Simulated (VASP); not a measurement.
A run of VASP 6.6.1:

INCAR

```
SYSTEM = MoS2
PREC = Accurate ; ENCUT = 500
EDIFF = 1E-6 ; ISMEAR = -1
SIGMA = 0.05 ; LREAL = .False.
LASPH = .True. ; NELM = 120
ALGO = Normal ; ISIF = 2
LWAVE = .False. ; LCHARG = .True.
GGA = LIBXC ; LIBXC1 = GGA_X_B88
LIBXC2 = GGA_C_PBE ; LELF = .True.
LVHAR = .True. ; NBANDS = 20
GGA_COMPAT = .False.
```

Contents of KPOINTS:

```
regular mesh
0
Gamma
  9 9 4
  0 0 0
```

File POSCAR:

```
MoS2
1.0
    3.2274645616      0.0000000000      0.0000000000
   -1.6137322808      2.7950663001      0.0000000000
    0.0000000000      0.0000000000      6.3124734200
Mo S
1 2
Direct
    0.0000000000      0.0000000000      0.5000000000
    0.6666666667      0.3333333333      0.7446806800
    0.3333333333      0.6666666667      0.2553193200
```

Potentials or basis: VASP PAW PBE potentials, release 64 (Mo_sv, S).

The run is started by

```bash
$ cat potpaw_PBE.64/Mo_sv/POTCAR potpaw_PBE.64/S/POTCAR > POTCAR
$ mpirun -np 1 vasp_std > vasp.out
```

Hardware: 1 thread of Intel(R) Xeon(R) 6975P-C (Granite Rapids), on a shared host.

Estimate the wall time of this run.

It took 17 s on 1 thread of Intel(R) Xeon(R) 6975P-C (Granite Rapids), on a shared host, peak memory 0.19 GiB. Counts: scf iterations 15, k points 43.
